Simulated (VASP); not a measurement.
Here is a VASP 6.6.1 calculation.

File INCAR:

```
SYSTEM = KCl
  ALGO = Normal
  EDIFF = 1E-7
  ENCUT = 520
  GGA = PE
  ISIF = 2
  ISMEAR = 0
  LASPH = .TRUE.
  LCHARG = .TRUE.
  LELF = .TRUE.
  LREAL = .FALSE.
  LVHAR = .TRUE.
  LWAVE = .FALSE.
  NBANDS = 15
  NELM = 80
  PREC = Accurate
  SIGMA = 0.05
```

KPOINTS

```
k-points
0
G
  6 6 6
  0 0 0
```

POSCAR

```
KCl
1.0
    0.0000000000      3.0850877500      3.1561000000
    3.2271122500      0.0000000000      3.1561000000
    3.2271122500      3.0850877500      0.0000000000
K Cl
1 1
Direct
    0.0000000000      0.0000000000      0.0000000000
    0.5000000000      0.5000000000      0.5000000000
```

Potentials or basis: VASP PAW PBE potentials, release 64 (K_sv, Cl).

Command:

```bash
$ cat potpaw_PBE.64/K_sv/POTCAR potpaw_PBE.64/Cl/POTCAR > POTCAR
$ mpirun -np 1 vasp_std > vasp.out
```

Problem. Predict the band gap on the k mesh.

Solution. 5.14 eV, direct.

Problem. What does it give for the pressure?

Solution. 0.7 GPa.

Stress tensor (GPa, compression positive):
```
-0.10  0.00  0.00
 0.00  1.56  0.00
 0.00  0.00  0.61
```

Caveat: the cell differs from its parent crystal (strain +0.0225 x Voigt [1, -1, 0, 0, 0, 0]).
